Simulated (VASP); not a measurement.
Here is a VASP 6.6.1 calculation.

The input INCAR:

```
PREC = Accurate
ENCUT = 500
EDIFF = 1E-6
ISMEAR = 0
SIGMA = 0.1
LREAL = F
LASPH = T
NELM = 120
ALGO = Normal
ISIF = 2
LWAVE = F
LCHARG = F
GGA = PS
NBANDS = 12
GGA_COMPAT = F
```

Contents of KPOINTS:

```
Automatic mesh
0
Gamma
  6 6 6
```

Contents of POSCAR:

```
Tl
1.0
   -1.9410000000      1.9410000000      1.9410000000
    1.9410000000     -1.9410000000      1.9410000000
    1.9410000000      1.9410000000     -1.9410000000
Tl
1
Direct
    0.9780000000      0.6600000000      0.7200000000
```

Potentials or basis: VASP PAW PBE potentials, release 64 (Tl_d).

Command:

```sh
$ cat potpaw_PBE.64/Tl_d/POTCAR > POTCAR
$ mpirun -np 1 vasp_std > vasp.out
```

(1) Estimate the band gap on the k mesh.

(2) Estimate the pressure.

Results:

(1) zero (an odd number of electrons rules out a gap without spin polarisation).

(2) -0.7 GPa.

Caveat: the k points lie up to 0.38 Å⁻¹ apart, too coarse for converged energies and pressures of a metal; the PAW data sets were made with another functional, which shifts forces and pressure a little; spin-orbit coupling is left out, which moves the levels of the heavy elements.
